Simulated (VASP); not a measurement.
Wanted: the native input for a VASP 6.6.1 run.

```
Task                   : single point
Functional             : PBE
Potentials or basis    : VASP PAW PBE potentials, release 64 (Ni_sv_GW, O)
Cutoff                 : 700 eV
k mesh                 : 6 × 6 × 6
Occupations            : gaussian, width 0.05 eV
Spin                   : collinear spin, ferromagnetic start
Starting moments       : [2.0, 0.0] μB
Hubbard terms          : Ni d U = 6.2 eV
Dipole correction      : no
Further INCAR settings : ALGO = Normal; EDIFF = 1e-06; NBANDS = 23
```

The structure of NiO lies in POSCAR:

```
NiO
1.0
    1.4381403700      0.8303107300      2.3308059600
   -1.4381403700      0.8303107300      2.3308059600
    0.0000000000     -1.6606214600      2.3308059600
Ni O
1 1
Direct
    1.0000000000      0.0000000000      0.0000000000
    0.5000000000      0.5000000000      0.5000000000
```

These files were run (other wordings do the same):

INCAR

```
SYSTEM = NiO
PREC = Accurate
ENCUT = 700
EDIFF = 1E-6
ISMEAR = 0
SIGMA = 0.05
LREAL = .False.
LASPH = .True.
NELM = 200
ALGO = Normal
ISIF = 2
LWAVE = .False.
LCHARG = .False.
ISPIN = 2
MAGMOM = 2 0
LORBIT = 11
LMAXMIX = 4
LDAU = .True.
LDAUTYPE = 2
LDAUL = 2 -1
LDAUU = 6.2 0
LDAUJ = 0 0
LDAUPRINT = 1
GGA = PE
NBANDS = 23
GGA_COMPAT = .False.
```

KPOINTS

```
Automatic mesh
0
Gamma
  6 6 6
  0 0 0
```

Potentials or basis: VASP PAW PBE potentials, release 64 (Ni_sv_GW, O).

Command:

```console
$ cat potpaw_PBE.64/Ni_sv_GW/POTCAR potpaw_PBE.64/O/POTCAR > POTCAR
$ mpirun -np 1 vasp_std > vasp.out
```

Results of the run:

```json
{"Pressure": "34.8 GPa", "Band gap on the k mesh": "2.43 eV (least direct gap 3.41 eV)", "Net moment": "2.00 μB per cell", "Site moments": "Ni +1.78; O +0.19 μB", "Valence electrons inside the program's atomic spheres": "Ni 16.20; O 5.10"}
```

Caveat: the k points lie up to 0.45 Å⁻¹ apart; a cell with one magnetic atom can't hold antiferromagnetic order, which such compounds often take.

It took 70 s on 1 thread of Intel(R) Xeon(R) Platinum 8488C (Sapphire Rapids) (shared host), peak memory 0.19 GiB.
